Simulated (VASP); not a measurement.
GaN, 2 atoms in the cell. The structure is cubic, space group F-43m (No. 216). The conventional cell has a = 4.595 Å, b = 4.595 Å, c = 4.595 Å, α = 90.00°, β = 90.00°, γ = 90.00°. Within 2.6 Å of Ga (site symmetry -43m) lie 4 N at 1.99 Å. Within 2.6 Å of N (site symmetry -43m) lie 4 Ga at 1.99 Å. 

| Item | Value |
| --- | --- |
| Program | VASP 6.6.1 |
| Task | single point |
| Functional | LDA |
| Potentials or basis | VASP PAW LDA potentials, release 64 (Ga_d, N_h) |
| Cutoff | 910 eV |
| k mesh | 10 × 10 × 10 |
| Occupations | fermi-dirac, width 0.05 eV |
| Spin | no spin polarisation |
| Dipole correction | no |
| Second run | hard_potentials |
| Further INCAR settings | ALGO = Normal; EDIFF = 1e-06; NBANDS = 16 |

Potentials or basis: VASP PAW LDA potentials, release 64 (Ga_d, N_h).

Command:

```bash
$ cat potpaw_LDA.64/Ga_d/POTCAR potpaw_LDA.64/N_h/POTCAR > POTCAR
$ mpirun -np 1 vasp_std > vasp.out
```

Hardware: 1 thread of AMD EPYC 9R45 96-Core Processor (Zen 5), with other jobs on the host.

Estimate the wall time of this run.

Wall time 20 s on 1 thread of AMD EPYC 9R45 96-Core Processor (Zen 5), on a shared host, peak memory 0.15 GiB. Counts: scf iterations 12, k points 47.
